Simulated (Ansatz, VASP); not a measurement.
## C: VASP beside Ansatz

Contents of INCAR:

```
SYSTEM = C
ALGO = Normal ; EDIFF = 1E-6
ENCUT = 520 ; GGA = PE
ISIF = 2 ; ISMEAR = 0
LASPH = .TRUE. ; LCHARG = .FALSE.
LREAL = .FALSE. ; LWAVE = .FALSE.
NBANDS = 11 ; NELM = 100
PREC = Accurate ; SIGMA = 0.05
```

The input KPOINTS:

```
k-points
0
G
  12 12 12
  0 0 0
```

The input POSCAR:

```
C
1.0
    0.0000000000      1.8826768702      1.6002753396
    1.8826768702      0.0000000000      1.6002753396
    1.8826768702      1.8826768702      0.0000000000
C
2
Direct
    0.5000000000      0.5000000000      0.5000000000
    0.7500000000      0.7500000000      0.7500000000
```

Input for Ansatz:

```yaml
crystal:
  lattice:
    - [0.0, 1.8826768702, 1.6002753396]
    - [1.8826768702, 0.0, 1.6002753396]
    - [1.8826768702, 1.8826768702, 0.0]
  atoms:
    - { symbol: C, position: [0.5, 0.5, 0.5] }
    - { symbol: C, position: [0.75, 0.75, 0.75] }
basis:
  ecutwfc: 420
kpoints:
  mp_grid: { grid: [12, 12, 12] }
hamiltonian:
  xc: pbe
scf:
  occupations: { method: gaussian, width: 0.05 }
output:
  forces: true
  stress: true
  eigenvalues: true
```

Alike in both runs: task single point; functional PBE; k mesh 12 × 12 × 12; occupations gaussian, width 0.05 eV; no spin polarisation.

|  | VASP | Ansatz |
| --- | --- | --- |
| version | VASP 6.6.1 | Ansatz 0.2.0 |
| potentials or method | VASP PAW PBE potentials, release 64 (C), cutoff 520 eV | scalar-relativistic, plane waves, PAW |
| valence electrons in the cell | 8 | 8 |

Ansatz gave:

```
gap on the k mesh at the Fermi level (eV)                     : 0.30
least direct gap on the mesh (eV)                             : 3.15
pressure (GPa)                                                : 2.2
traceless stress, the component that is largest in VASP (GPa) : 83.61
```

Q: Estimate VASP's values.

A: gap on the k mesh at the Fermi level (eV): 0.29; least direct gap on the mesh (eV): 3.15; pressure (GPa): 2.8; traceless stress, the component that is largest in VASP (GPa): 83.54.
